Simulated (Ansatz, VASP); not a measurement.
## One calculation of Ti, two programs

```
CELL_PARAMETERS angstrom
2.86704 0.00000 0.00000
-1.43352 2.48293 0.00000
0.00000 0.00000 4.51987
ATOMIC_POSITIONS crystal
Ti 0.33333 0.66667 0.25000
Ti 0.66667 0.33333 0.75000
```

Alike in both runs: functional LDA; k mesh 9 × 9 × 4; occupations gaussian, width 0.1 eV; no spin polarisation.

Ansatz relaxed the structure, and its values are those at the end. VASP's run is a single point on that final structure, the one shown.

```csv
,VASP,Ansatz
version,VASP 6.6.1,Ansatz 0.2.0
potentials or method,"VASP PAW LDA potentials, release 64 (Ti_sv), cutoff 520 eV","scalar-relativistic, plane waves, PAW"
valence electrons in the cell,24,24
```

Ansatz gave:

```
gap on the k mesh at the Fermi level (eV) : none
pressure (GPa)                            : 0.1
```

Estimate VASP's values.

gap on the k mesh at the Fermi level (eV): none; pressure (GPa): -0.1.

Ansatz warns that its potentials were made for another functional, while VASP's fit it. LDA's correlation is that of Perdew and Zunger in VASP and of Perdew and Wang (1992) in Ansatz. A gap of «none» marks a metal or a gap that the smearing closes.
